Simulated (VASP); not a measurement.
Wanted: the native input for a VASP 6.6.1 run.

| Quantity | Value |
| --- | --- |
| Task | single point |
| Functional | LDA |
| Potentials or basis | VASP PAW LDA potentials, release 64 (Ti_sv) |
| Cutoff | 520 eV |
| k mesh | 22 × 22 × 22 |
| Occupations | gaussian, width 0.15 eV |
| Spin | no spin polarisation |
| Dipole correction | no |
| Further INCAR settings | ALGO = Normal; EDIFF = 1e-06; NBANDS = 12 |

The structure of Ti lies in POSCAR:

```
Ti
1.0
    0.0000000000      1.9734833199      1.9734833199
    1.9734833199      0.0000000000      1.9734833199
    1.9734833199      1.9734833199      0.0000000000
Ti
1
Direct
    0.0000000000      0.0000000000      0.0000000000
```

This isn't the form of Ti at room conditions, which is hcp.

The input as run:

INCAR

```
PREC = Accurate
ENCUT = 520
EDIFF = 1E-6
ISMEAR = 0
SIGMA = 0.15
LREAL = False
LASPH = True
NELM = 100
ALGO = Normal
ISIF = 2
LWAVE = False
LCHARG = True
LELF = True
LVHAR = True
NBANDS = 12
```

KPOINTS

```
Automatic mesh
0
Gamma
  22 22 22
```

Potentials or basis: VASP PAW LDA potentials, release 64 (Ti_sv).

Command:

```bash
$ cat potpaw_LDA.64/Ti_sv/POTCAR > POTCAR
$ mpirun -np 1 vasp_std > vasp.out
```

It gave:

The pressure is 5.3 GPa and the band gap on the k mesh is zero (bands 6 and 7 overlap by 1.49 eV).

Caveat: the cell stands under pressure.

Wall time 62 s on 1 thread of Intel Xeon 8259CL, on a shared host, peak memory 0.18 GiB.
